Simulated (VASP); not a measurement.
A run of VASP 6.6.1 is set up as follows.

The input INCAR:

```
PREC = Accurate
ENCUT = 600
EDIFF = 1E-7
ISMEAR = -1
SIGMA = 0.1
LREAL = F
LASPH = T
NELM = 60
ALGO = Normal
ISIF = 3
LWAVE = F
LCHARG = F
GGA = PS
IBRION = 2
NSW = 80
EDIFFG = -0.01
```

File KPOINTS:

```
Automatic mesh
0
Gamma
  13 13 13
```

POSCAR

```
Cr
1.0
    2.3484326893      0.0000000000      0.0000000000
    0.0000000000      2.3484326893      0.0000000000
    0.0000000000      0.0000000000      2.3484326893
Cr
1
Direct
    0.0000000000      0.0000000000      0.0000000000
```

Potentials or basis: VASP PAW PBE potentials, release 64 (Cr_pv).

The run is started by

```sh
$ cat potpaw_PBE.64/Cr_pv/POTCAR > POTCAR
$ mpirun -np 1 vasp_std > vasp.out
```

(1) Predict the space group after relaxing (to 0.05 Å).

(2) What does it give for the relaxed cell?

(3) Predict the relaxed volume.

(4) What does it give for the band gap on the k mesh?

## Answers

(1) Pm-3m (No. 221).

(2) a = 2.306 Å, b = 2.306 Å, c = 2.306 Å, α = 90.00°, β = 90.00°, γ = 90.00°.

(3) 12.26 Å³/atom.

(4) zero (band 6 reaches 11.15 eV, above the bottom of band 7 at 9.56 eV).

Caveat: the PAW data sets were made with another functional, which shifts forces and pressure a little; the run has no spin polarisation, though such a crystal can be magnetic.
